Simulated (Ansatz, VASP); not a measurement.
# One calculation of Bi, two programs

```
Bi
1.0
     2.20481    1.27295    3.95400
    -2.20481    1.27295    3.95400
     0.00000   -2.54589    3.95400
Bi
2
Direct
  0.23389 0.23389 0.23389
  0.76611 0.76611 0.76611
```

Change from the starting cell: equal xx and yy strain of -3 %.

Alike in both runs: task single point; functional LDA; k mesh 11 × 11 × 11; occupations fermi-dirac, width 0.03 eV; no spin polarisation.

|  | VASP | Ansatz |
| --- | --- | --- |
| version | VASP 6.6.1 | Ansatz 0.2.0 |
| potentials or method | VASP PAW LDA potentials, release 64 (Bi_d), cutoff 520 eV | all-electron LAPW, scalar-relativistic |

```tsv
	VASP	Ansatz	Ansatz less VASP
pressure (GPa)	1.6	1.5	-0.09
traceless stress, the component that is largest in VASP (GPa)	-0.90	-0.88	+0.022
rms of the force components (eV/Å)	0.184	0.169	-0.0151
```

LDA's correlation is that of Perdew and Zunger in VASP and of Perdew and Wang (1992) in Ansatz. Atom by atom the forces differ by 0.015 eV/Å (rms over components). Ansatz ran all-electron here, and VASP with PAW potentials.

Spin-orbit coupling is off throughout.
